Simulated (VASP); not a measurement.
Set up this calculation in VASP 6.6.1, as the native input.

```
Task                   : single point
Functional             : LDA
Potentials or basis    : VASP PAW LDA potentials, release 64 (N)
Cutoff                 : 520 eV
k mesh                 : 12 × 12 × 6
Occupations            : gaussian, width 0.05 eV
Spin                   : collinear spin, ferromagnetic start
Starting moments       : [3.18, 3.18] μB
Dipole correction      : no
Further INCAR settings : ALGO = Normal; EDIFF = 1e-07; NBANDS = 16
```

The structure of N lies in POSCAR:

```
N
1.0
    3.4150213012      0.0000000000      0.0000000000
   -1.7075106506      2.9574952013      0.0000000000
    0.0000000000      0.0000000000      6.6512426521
N
2
Direct
    0.3333333333      0.6666666667      0.2500000000
    0.6666666667      0.3333333333      0.7500000000
```

This cell differs from its parent crystal: ratio of the length along z to the lengths across it x 1.2, volume and fractional coordinates fixed.

These files were run (other wordings do the same):

INCAR

```
PREC = Accurate
ENCUT = 520
EDIFF = 1E-7
ISMEAR = 0
SIGMA = 0.05
LREAL = F
LASPH = T
NELM = 150
ALGO = Normal
ISIF = 2
LWAVE = F
LCHARG = F
ISPIN = 2
MAGMOM = 3.18 3.18
LORBIT = 11
NBANDS = 16
```

KPOINTS

```
Automatic mesh
0
Gamma
  12 12 6
```

Potentials or basis: VASP PAW LDA potentials, release 64 (N).

Launch:

```bash
$ cat potpaw_LDA.64/N/POTCAR > POTCAR
$ mpirun -np 1 vasp_std > vasp.out
```

It gave:

| Property | Result |
| --- | --- |
| Pressure | -0.3 GPa |
| Band gap on the k mesh | 1.94 eV |
| Net moment | 6.00 μB per cell |
| Site moments | N +1.93 μB |
| Valence electrons inside the program's atomic spheres | N 3.24 |

Wall time 57 s on 1 thread of Intel(R) Xeon(R) 6975P-C (Granite Rapids) (shared host), peak memory 0.22 GiB.
